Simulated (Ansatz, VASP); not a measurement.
**One calculation of GaN, two programs**

POSCAR

```
GaN
1.0
    0.0000000000      2.1971630923      2.1971630923
    2.1971630923      0.0000000000      2.1971630923
    2.1971630923      2.1971630923      0.0000000000
Ga N
1 1
Direct
    0.0000000000      0.0000000000      0.0000000000
    0.7500000000      0.7500000000      0.7500000000
```

The input INCAR.step1:

```
ALGO = Normal ; EDIFF = 1E-4
ENCUT = 520 ; GGA = PE
ISMEAR = 0 ; LASPH = True
LCHARG = False ; LREAL = False
LWAVE = True ; NBANDS = 16
NELM = 60 ; PREC = Accurate
SIGMA = 0.05
```

The input INCAR.step2:

```
ALGO = Normal ; EDIFF = 1E-7
ENCUT = 520 ; ISIF = 2
ISMEAR = 0 ; ISTART = 1
LASPH = True ; LCHARG = False
LMIXTAU = True ; LREAL = False
LWAVE = False ; METAGGA = R2SCAN
NBANDS = 16 ; NELM = 60
PREC = Accurate ; SIGMA = 0.05
```

File KPOINTS:

```
k-points
0
Gamma
  10 10 10
```

Input for Ansatz:

```yaml
crystal:
  lattice:
    - [0.0, 2.1971630923, 2.1971630923]
    - [2.1971630923, 0.0, 2.1971630923]
    - [2.1971630923, 2.1971630923, 0.0]
  atoms:
    - { symbol: Ga, position: [0.0, 0.0, 0.0] }
    - { symbol: "N", position: [0.75, 0.75, 0.75] }
basis:
  ecutwfc: 500
kpoints:
  mp_grid: { grid: [10, 10, 10] }
hamiltonian:
  xc: r2scan
scf:
  occupations: { method: gaussian, width: 0.05 }
output:
  forces: true
  stress: true
  eigenvalues: true
```

Change from the starting cell: strain -0.025 along x and y, -0.025 along z, atoms carried along.

Alike in both runs: task single point; functional r2SCAN; k mesh 10 × 10 × 10; occupations gaussian, width 0.05 eV; no spin polarisation.

```csv
,VASP,Ansatz
version,VASP 6.6.1,Ansatz 0.2.0
potentials or method,"VASP PAW PBE potentials, release 64 (Ga_d, N), cutoff 520 eV","scalar-relativistic, plane waves, PAW"
valence electrons in the cell,18,18
```

|  | VASP | Ansatz | Ansatz less VASP |
| --- | --- | --- | --- |
| gap on the k mesh at the Fermi level (eV) | 2.62 | 2.64 | +0.013 |
| least direct gap on the mesh (eV) | 2.62 | 2.64 | +0.013 |
| pressure (GPa) | 17.3 | 16.0 | -1.32 |

VASP's potentials were made for PBE, not for r2SCAN.
